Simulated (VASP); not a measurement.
# Zr3S2 (P6/mmm) in VASP: further runs

Zr3S2 is run at these levels: PBE; tasks: single point, relaxation of cell and atoms.

All numbers are computed with VASP 6.6.1; they aren't measurements. Logs are shortened: lines on timing, memory, paths and dates and some standing lists are left out, and cuts for length are marked.

### Step 1. The cell of the first run

It takes space group P6/mmm (No. 191, hexagonal). The conventional cell has a = 4.988 Å, b = 4.988 Å, c = 4.862 Å, α = 90.00°, β = 90.00°, γ = 120.00°. Within 3.2 Å of Zr (site symmetry -6m2) lie 2 S at 2.43 Å and 3 Zr at 2.88 Å. Within 3.8 Å of Zr (site symmetry 6/mmm) lie 6 S at 2.88 Å and 12 Zr at 3.77 Å. Within 3.2 Å of S (site symmetry -6m2) lie 5 Zr at 2.43 to 2.88 Å and 3 S at 2.88 Å.

The cell was built from a structure type or drawn by symmetry, and may not be a known phase.

### Step 2. Single point, PBE

File INCAR:

```
PREC = Accurate
ENCUT = 520
EDIFF = 1E-6
ISMEAR = 0
SIGMA = 0.1
LREAL = F
LASPH = T
NELM = 100
ALGO = Normal
ISIF = 2
LWAVE = F
LCHARG = F
GGA = PE
NBANDS = 32
```

File KPOINTS:

```
Automatic mesh
0
Gamma
  12 12 8
```

File POSCAR:

```
Zr3S2
1.0
    4.9883137781      0.0000000000      0.0000000000
   -2.4941568891      4.3200064539      0.0000000000
    0.0000000000      0.0000000000      4.8616080051
Zr S
3 2
Direct
    0.3333333333      0.6666666667      0.5000000000
    0.6666666667      0.3333333333      0.5000000000
    0.0000000000      0.0000000000      0.0000000000
    0.3333333333      0.6666666667      0.0000000000
    0.6666666667      0.3333333333      0.0000000000
```

Potentials or basis: VASP PAW PBE potentials, release 64 (Zr_sv, S).

On the command line:

```sh
$ cat potpaw_PBE.64/Zr_sv/POTCAR potpaw_PBE.64/S/POTCAR > POTCAR
$ mpirun -np 1 vasp_std > vasp.out
```

OUTCAR:

```text
PREC = Accurate
   ENCUT = 520
   EDIFF = 1E-6
   ISMEAR = 0
   LREAL = F
   LASPH = T
   NELM = 100
   ISIF = 2
   GGA = PE

 ion  position               nearest neighbor table
   1  0.333  0.667  0.500-   4 2.43   4 2.43   2 2.88   2 2.88   2 2.88   3 3.77   3 3.77   3 3.77
                             3 3.77   3 3.77   3 3.77
   2  0.667  0.333  0.500-   5 2.43   5 2.43   1 2.88   1 2.88   1 2.88   3 3.77   3 3.77   3 3.77
                             3 3.77   3 3.77   3 3.77
   3  0.000  0.000  0.000-   4 2.88   5 2.88   5 2.88   4 2.88   5 2.88   4 2.88   1 3.77   2 3.77
                             1 3.77   2 3.77   2 3.77   1 3.77   2 3.77   1 3.77   2 3.77   1 3.77
   4  0.333  0.667  0.000-   1 2.43   1 2.43   3 2.88   3 2.88   3 2.88
   5  0.667  0.333  0.000-   2 2.43   2 2.43   3 2.88   3 2.88   3 2.88

  LATTYP: Found a hexagonal cell.
 ALAT       =     4.9883137781
 C/A-ratio  =     0.9745994782

  Lattice vectors:

 A1 = (   4.9883137781,   0.0000000000,   0.0000000000)
 A2 = (  -2.4941568891,   4.3200064539,   0.0000000000)
 A3 = (   0.0000000000,   0.0000000000,   4.8616080051)

Analysis of symmetry for initial positions (statically):
=====================================================================
 Subroutine PRICEL returns:
 Original cell was already a primitive cell.

 Routine SETGRP: Setting up the symmetry group for a
 hexagonal supercell.

 Subroutine GETGRP returns: Found 24 space group operations
 (whereof 24 operations were pure point group operations)
 out of a pool of 24 trial point group operations.

The static configuration has the point symmetry D_6h.

Analysis of symmetry for dynamics (positions and initial velocities):
=====================================================================
 Subroutine PRICEL returns:
 Original cell was already a primitive cell.

 Routine SETGRP: Setting up the symmetry group for a
 hexagonal supercell.

 Subroutine GETGRP returns: Found 24 space group operations
 (whereof 24 operations were pure point group operations)
 out of a pool of 24 trial point group operations.

The dynamic configuration has the point symmetry D_6h.

 Subroutine INISYM returns: Found 24 space group operations
 (whereof 24 operations are pure point group operations),
 and found     1 'primitive' translations

----------------------------------------------------------------------------------------

                                     Primitive cell

  volume of cell :     104.7655

  direct lattice vectors                    reciprocal lattice vectors
     4.988313778  0.000000000  0.000000000     0.200468544  0.115740568  0.000000000
    -2.494156889  4.320006454  0.000000000     0.000000000  0.231481136  0.000000000
     0.000000000  0.000000000  4.861608005     0.000000000  0.000000000  0.205693260

  length of vectors
     4.988313778  4.988313778  4.861608005     0.231481136  0.231481136  0.205693260

  position of ions in fractional coordinates (direct lattice)
     0.333333333  0.666666667  0.500000000
     0.666666667  0.333333333  0.500000000
     0.000000000  0.000000000  0.000000000
     0.333333333  0.666666667  0.000000000
     0.666666667  0.333333333  0.000000000

  ion indices of the primitive-cell ions
   primitive index   ion index
                 1           1
                 2           2
                 3           3
                 4           4
                 5           5

----------------------------------------------------------------------------------------

 KPOINTS: Automatic mesh

Automatic generation of k-mesh.
 Grid dimensions read from file:
 generate k-points for:   12   12    8

 Generating k-lattice:

  Cartesian coordinates                     Fractional coordinates (reciprocal lattice)
     0.016705712  0.009645047  0.000000000     0.083333333  0.000000000  0.000000000
     0.000000000  0.019290095  0.000000000     0.000000000  0.083333333  0.000000000
     0.000000000  0.000000000  0.025711658     0.000000000  0.000000000  0.125000000

  Length of vectors
     0.019290095  0.019290095  0.025711658

  Shift w.r.t. Gamma in fractional coordinates (k-lattice)
     0.000000000  0.000000000  0.000000000

 Subroutine IBZKPT returns following result:
 ===========================================

 Found     95 irreducible k-points:

 Following reciprocal coordinates:
            Coordinates               Weight
  0.000000  0.000000  0.000000      1.000000
  0.083333  0.000000  0.000000      6.000000
  0.166667  0.000000  0.000000      6.000000
  0.250000 -0.000000  0.000000      6.000000
  0.333333  0.000000  0.000000      6.000000
  0.416667  0.000000  0.000000      6.000000
[... 16 lines left out ...]
  0.250000 -0.000000  0.125000     12.000000
  0.333333  0.000000  0.125000     12.000000
 [... further k-points ...]
   k-points           NKPTS =     95   k-points in BZ     NKDIM =     95   number of bands    NBANDS=     32
   number of dos      NEDOS =    301   number of ions     NIONS =      5
   total plane-waves  NPLWV =  57600
   dimension x,y,z NGX =    40 NGY =   40 NGZ =   36
   dimension x,y,z NGXF=    80 NGYF=   80 NGZF=   72
   ions per type =               3   2
   NGX,Y,Z   is equivalent  to a cutoff of  13.33, 13.33, 12.31 a.u.
   NGXF,Y,Z  is equivalent  to a cutoff of  26.66, 26.66, 24.62 a.u.
 SYSTEM =  unknown system
   PREC   = accura    normal or accurate (medium, high low for compatibility)
   ISTART =      0    job   : 0-new  1-cont  2-samecut
   ICHARG =      2    charge: 1-file 2-atom 10-const
   ISPIN  =      1    spin polarized calculation?
   LNONCOLLINEAR =      F non collinear calculations
   LSORBIT =      F    spin-orbit coupling
   LASPH  =      T    aspherical Exc in radial PAW
   ENCUT  =  520.0 eV  38.22 Ry    6.18 a.u.   9.27  9.27  9.04*2*pi/ulx,y,z
   NELM   =    100;   NELMIN=  2; NELMDL= -5     # of ELM steps
   EDIFF  = 0.1E-05   stopping-criterion for ELM
   LREAL  =      F    real-space projection
   EDIFFG = 0.1E-04   stopping-criterion for IOM
   NSW    =      0    number of steps for IOM
   IBRION =     -1    ionic relax: 0-MD 1-quasi-New 2-CG
   NFREE  =      0    steps in history (QN), initial steepest desc. (CG)
   ISIF   =      2    stress and relaxation
   ISYM   =      2    0-nonsym 1-usesym 2-fastsym
   POTIM  = 0.5000    time-step for ionic-motion
   TEBEG  =    0.0;   TEEND  =   0.0 temperature during run
   PSTRESS=    0.0 pullay stress
   NELECT =      48.0000    total number of electrons
   NUPDOWN=      -1.0000    fix difference up-down
   EMIN   =  10.00;   EMAX   =-10.00  energy-range for DOS
   EFERMI =   0.00;   METHOD = LEGACY
   ISMEAR =     0;   SIGMA  =   0.10  broadening in eV -4-tet -1-fermi 0-gaus
   EFERMI_NEDOS =   21; number of points for ismear=-14 and -15
   IALGO  =     38    algorithm
   IMIX   =      4    mixing-type and parameters
     AMIX     =   0.40;   BMIX     =  1.00
     AMIX_MAG =   1.60;   BMIX_MAG =  1.00
  volume/ion in A,a.u.               =      20.95       141.40
  Fermi-wavevector in a.u.,A,eV,Ry     =   1.262067  2.384962 21.671551  1.592814
  Thomas-Fermi vector in A             =   2.395494
   LORBIT       =      0    0 simple, 1 ext, 2 COOP (PROOUT), +10 PAW based schemes
   GGA     = PE    functional components
   LHFCALC =     F    Hartree Fock is set to
   AEXX    =    0.0000 exact exchange contribution
   IVDW    =     0    specifies the selected vdW correction
   LEPSILON=     F    determine dielectric tensor
   LRPA    =     F    only Hartree local field effects (RPA)
 non-spin polarized calculation
 Gauss-broadening in eV      SIGMA  =   0.10
  energy-cutoff  :      520.00
  volume of cell :      104.77
 maximum number of plane-waves:      2844
 NGX is ok and might be reduce to    40
   NGX = 19   NGY = 19   NGZ = 19

 number of electron      47.9999997 magnetization

 Free energy of the ion-electron system (eV)
  ---------------------------------------------------
  ext. energy  EPLUGINS =         0.00000000
  ---------------------------------------------------
  free energy    TOTEN  =       -36.38025526 eV

  energy without entropy =      -36.35828826  energy(sigma->0) =      -36.36927176

 E-fermi :   8.2974     XC(G=0): -10.7946

 val. band max:        8.2769052952   @ k =   0.3333   0.1667   0.0000
 cond. band min:       8.3007914268   @ k =   0.0833   0.0000   0.1250
 fundamental gap:      0.0238861316
 Fermi energy:         8.2974131465

 k-point     1 :       0.0000    0.0000    0.0000
  band No.  band energies     occupation
      1     -41.5187      2.00000
      2     -40.3965      2.00000
      3     -40.1626      2.00000
      4     -19.5058      2.00000
      5     -19.5058      2.00000
      6     -19.4224      2.00000
[... 24 lines left out ...]
     31      11.7780      0.00000
     32      11.7780      0.00000

 k-point     2 :       0.0833    0.0000    0.0000
  band No.  band energies     occupation
      1     -41.5187      2.00000
      2     -40.3931      2.00000
      3     -40.1662      2.00000
      4     -19.5070      2.00000
      5     -19.5063      2.00000
      6     -19.4218      2.00000
[... 24 lines left out ...]
     31      11.7227      0.00000
     32      11.7369      0.00000

 k-point     3 :       0.1667    0.0000    0.0000
  band No.  band energies     occupation
      1     -41.5186      2.00000
      2     -40.3830      2.00000
      3     -40.1767      2.00000
      4     -19.5102      2.00000
      5     -19.5077      2.00000
      6     -19.4203      2.00000
[... 24 lines left out ...]
     31      11.2301      0.00000
     32      11.5473      0.00000

 k-point     4 :       0.2500   -0.0000    0.0000
  band No.  band energies     occupation
      1     -41.5185      2.00000
      2     -40.3674      2.00000
      3     -40.1929      2.00000
      4     -19.5142      2.00000
      5     -19.5096      2.00000
      6     -19.4183      2.00000
[... 654 lines left out ...]
     31      11.3162      0.00000
     32      11.7004      0.00000

 k-point    23 :       0.2500   -0.0000    0.1250
  band No.  band energies     occupation
      1     -41.5185      2.00000
      2     -40.3673      2.00000
      3     -40.1929      2.00000
      4     -19.5149      2.00000
      5     -19.5090      2.00000
      6     -19.4186      2.00000
[... 24 lines left out ...]
     31      11.0152      0.00000
     32      11.6083      0.00000

 k-point    24 :       0.3333    0.0000    0.1250
  band No.  band energies     occupation
      1     -41.5184      2.00000
      2     -40.3479      2.00000
      3     -40.2128      2.00000
      4     -19.5189      2.00000
      5     -19.5107      2.00000
      6     -19.4172      2.00000
[... 24 lines left out ...]
     31      11.3429      0.00000
     32      11.4969      0.00000

 [... further k-points ...]

------------------------ aborting loop because EDIFF is reached ----------------------------------------

  FORCE on cell =-STRESS in cart. coord.  units (eV):
  Direction    XX          YY          ZZ          XY          YZ          ZX
  --------------------------------------------------------------------------------------
  -------------------------------------------------------------------------------------
  Total        0.0033825      0.0033825      0.0200845     -0.0000000      0.0000000      0.0000000
  in kB        0.0517283      0.0517283      0.3071517     -0.0000000      0.0000000      0.0000000
  external PRESSURE =       0.1368694 kB  Pullay stress =       0.0000000 kB

 VOLUME and BASIS-vectors are now :
 -----------------------------------------------------------------------------
  energy-cutoff  :      520.00
  volume of cell :      104.77
      direct lattice vectors                 reciprocal lattice vectors
     4.988313778  0.000000000  0.000000000     0.200468544  0.115740568  0.000000000
    -2.494156889  4.320006454  0.000000000     0.000000000  0.231481136  0.000000000
     0.000000000  0.000000000  4.861608005     0.000000000  0.000000000  0.205693260

 POSITION                                       TOTAL-FORCE (eV/Angst)
 -----------------------------------------------------------------------------------
     -0.00000      2.88000      2.43080        -0.000000      0.000000      0.000000
      2.49416      1.44000      2.43080         0.000000      0.000000      0.000000
      0.00000      0.00000      0.00000         0.000000      0.000000      0.000000
     -0.00000      2.88000      0.00000         0.000000     -0.000000      0.000000
      2.49416      1.44000      0.00000         0.000000      0.000000      0.000000
 -----------------------------------------------------------------------------------
    total drift:                                0.000000     -0.000000      0.000000

  FREE ENERGIE OF THE ION-ELECTRON SYSTEM (eV)
  ---------------------------------------------------
  free  energy   TOTEN  =       -36.3802552641 eV

  energy  without entropy=      -36.3582882593  energy(sigma->0) =      -36.36927176
```

It took 2 min on 1 thread of Intel Xeon 6975P-C (Granite Rapids), shared host; peak memory 0.39 GiB.

Results:

```yaml
Free_energy: -36.3803 eV
Pressure: 0.0 GPa
Band_gap_on_the_k_mesh: zero (bands 24 and 25 overlap by 1.29 eV)
```

### Step 3. Relaxation of cell and atoms, PBE

This run uses another cell than the first one, of 24.11 Å³/atom.

File INCAR:

```
PREC = Accurate
ENCUT = 600
EDIFF = 1E-6
ISMEAR = 0
SIGMA = 0.1
LREAL = F
LASPH = T
NELM = 60
ALGO = Normal
ISIF = 3
LWAVE = F
LCHARG = F
GGA = PE
IBRION = 2
NSW = 90
EDIFFG = -0.04
```

File KPOINTS:

```
Automatic mesh
0
Gamma
  6 6 4
```

File POSCAR:

```
Zr3S2
1.0
    4.7007047800      0.0000000000      0.0000000000
   -2.3503523900      4.0709297600      0.0000000000
    0.0000000000      0.0000000000      6.2995596500
Zr S
3 2
Direct
    0.3333333300      0.6666666700      0.5000000000
    0.6666666700      0.3333333300      0.5000000000
    0.0000000000      0.0000000000      0.0000000000
    0.3333333300      0.6666666700      0.0000000000
    0.6666666700      0.3333333300      0.0000000000
```

Potentials or basis: VASP PAW PBE potentials, release 64 (Zr_sv, S).

On the command line:

```sh
$ cat potpaw_PBE.64/Zr_sv/POTCAR potpaw_PBE.64/S/POTCAR > POTCAR
$ mpirun -np 1 vasp_std > vasp.out
```

Run time: 8.3 min. Hardware: 1 thread of Intel Xeon 6975P-C (Granite Rapids), shared host; peak memory 0.33 GiB.

It converged, with:

| Quantity | Value |
| --- | --- |
| Free energy | -36.3741 eV |
| Relaxed volume | 20.94 Å³/atom |
| Relaxed cell | a = 4.983 Å, b = 4.983 Å, c = 4.871 Å, α = 90.00°, β = 90.00°, γ = 120.00° |
| Space group after relaxing (to 0.1 Å) | P6/mmm (No. 191) |
| Pressure after relaxing | 0.0 GPa |
| Band gap on the k mesh | zero (bands 24 and 25 overlap by 1.29 eV) |

Final structure:
```cif
data_structure
_symmetry_space_group_name_H-M 'P 1'
_symmetry_Int_Tables_number 1
_cell_length_a 4.9825
_cell_length_b 4.9825
_cell_length_c 4.8707
_cell_angle_alpha 90.000
_cell_angle_beta 90.000
_cell_angle_gamma 120.000
_cell_volume 104.72
loop_
_atom_site_label
_atom_site_type_symbol
_atom_site_fract_x
_atom_site_fract_y
_atom_site_fract_z
_atom_site_occupancy
Zr1 Zr 0.33333 0.66667 0.50000 1
Zr2 Zr 0.66667 0.33333 0.50000 1
Zr3 Zr 0.00000 0.00000 0.00000 1
S1 S 0.33333 0.66667 0.00000 1
S2 S 0.66667 0.33333 0.00000 1
```

Levels at points of the mesh, in eV from the Fermi level:
```csv
k point,band 22,band 23,band 24,band 25,band 26,band 27
"(0.00, 0.00, 0.00)",-0.54,-0.54,0.02,0.02,1.11,1.14
"(0.50, 0.00, 0.00)",-1.68,-0.26,-0.26,-0.24,-0.10,1.32
"(0.00, 0.00, 0.50)",-0.79,-0.79,1.05,1.05,1.31,1.83
"(0.50, 0.00, 0.50)",-1.09,-0.62,0.15,0.37,0.71,1.23
```

Caveat: a cell axis changed by over 15 % at a fixed basis, so the end point is rough.

### Step 4. Single point, PBE, collinear spin

File INCAR:

```
PREC = Accurate ; ENCUT = 520
EDIFF = 1E-7 ; ISMEAR = 0
SIGMA = 0.1 ; LREAL = F
LASPH = T ; NELM = 150
ALGO = Normal ; ISIF = 2
LWAVE = F ; LCHARG = F
ISPIN = 2 ; MAGMOM = 1 1 1 0 0
LORBIT = 11 ; LMAXMIX = 4
GGA = PE ; NBANDS = 36
```

File KPOINTS:

```
regular mesh
0
Gamma
  6 6 4
```

File POSCAR:

```
Zr3S2
1.0
    4.9837778814      0.0000000000      0.0000000000
   -2.4918889407      4.3160782521      0.0000000000
    0.0000000000      0.0000000000      4.8676849679
Zr S
3 2
Direct
    0.3333333333      0.6666666667      0.5000000000
    0.6666666667      0.3333333333      0.5000000000
    0.0000000000      0.0000000000      0.0000000000
    0.3333333333      0.6666666667      0.0000000000
    0.6666666667      0.3333333333      0.0000000000
```

On the command line:

```sh
$ cat potpaw_PBE.64/Zr_sv/POTCAR potpaw_PBE.64/S/POTCAR > POTCAR
$ mpirun -np 1 vasp_std > vasp.out
```

It took 2.1 min on 1 thread of Intel Xeon 6975P-C (Granite Rapids), shared host; peak memory 0.33 GiB.

Results (log left out):

```
Free energy                                           : -36.3786 eV
Pressure                                              : 0.1 GPa
Net moment                                            : 0.55 μB per cell
Site moments                                          : Zr +0.23, -0.07 (each value once); S +0.01 μB
Valence electrons inside the program's atomic spheres : Zr 9.98, 9.52 (each value once); S 3.75
```

Stress tensor (GPa, compression positive):
```
0.00 0.00 0.00
0.00 0.00 0.00
0.00 0.00 0.29
```

Levels at points of the mesh, in eV from the Fermi level:
Spin up:
| k point | band 21 | band 22 | band 23 | band 24 | band 25 | band 26 | band 27 | band 28 |
| --- | --- | --- | --- | --- | --- | --- | --- | --- |
| (0.00, 0.00, 0.00) | -1.75 | -0.64 | -0.64 | 0.01 | 0.01 | 0.98 | 0.98 | 1.11 |
| (0.50, 0.00, 0.00) | -1.82 | -1.74 | -0.43 | -0.42 | -0.36 | -0.17 | 1.29 | 1.56 |
| (0.00, 0.00, 0.50) | -2.48 | -0.85 | -0.85 | 0.84 | 0.84 | 1.33 | 1.74 | 1.74 |
| (0.50, 0.00, 0.50) | -1.40 | -1.24 | -0.72 | 0.01 | 0.25 | 0.69 | 1.23 | 1.75 |
Spin down:
| k point | band 21 | band 22 | band 23 | band 24 | band 25 | band 26 | band 27 | band 28 |
| --- | --- | --- | --- | --- | --- | --- | --- | --- |
| (0.00, 0.00, 0.00) | -1.74 | -0.49 | -0.49 | -0.02 | -0.02 | 1.13 | 1.18 | 1.18 |
| (0.50, 0.00, 0.00) | -1.71 | -1.66 | -0.21 | -0.16 | -0.11 | -0.08 | 1.30 | 1.61 |
| (0.00, 0.00, 0.50) | -2.32 | -0.79 | -0.79 | 1.20 | 1.20 | 1.25 | 1.88 | 1.88 |
| (0.50, 0.00, 0.50) | -1.22 | -1.01 | -0.60 | 0.25 | 0.46 | 0.69 | 1.19 | 1.90 |

### Step 5. Overview

```tsv
task	spin	cell	k mesh	cutoff (eV)	gap on the mesh (eV)	pressure (GPa)
single point	off	a = 4.988, b = 4.988, c = 4.862 Å, angles 90.0, 90.0, 120.0°, 5 atoms	12 × 12 × 8	520	none	0.0
relaxation of cell and atoms	off	relaxed from a = 4.701, b = 4.701, c = 6.300 Å, angles 90.0, 90.0, 120.0°, 5 atoms	6 × 6 × 4	600	none	0.0
single point	collinear	a = 4.984, b = 4.984, c = 4.868 Å, angles 90.0, 90.0, 120.0°, 5 atoms	6 × 6 × 4	520	none	0.1
```

Alike in all rows: level PBE; potentials or basis VASP PAW PBE potentials, release 64 (Zr_sv, S); smearing gaussian 0.1 eV.

Caveats: a cell axis changed by over 15 % at a fixed basis, so the end point is rough (at least some runs).

Total energies depend on the potentials used, so only differences within one code and one set of settings carry meaning.
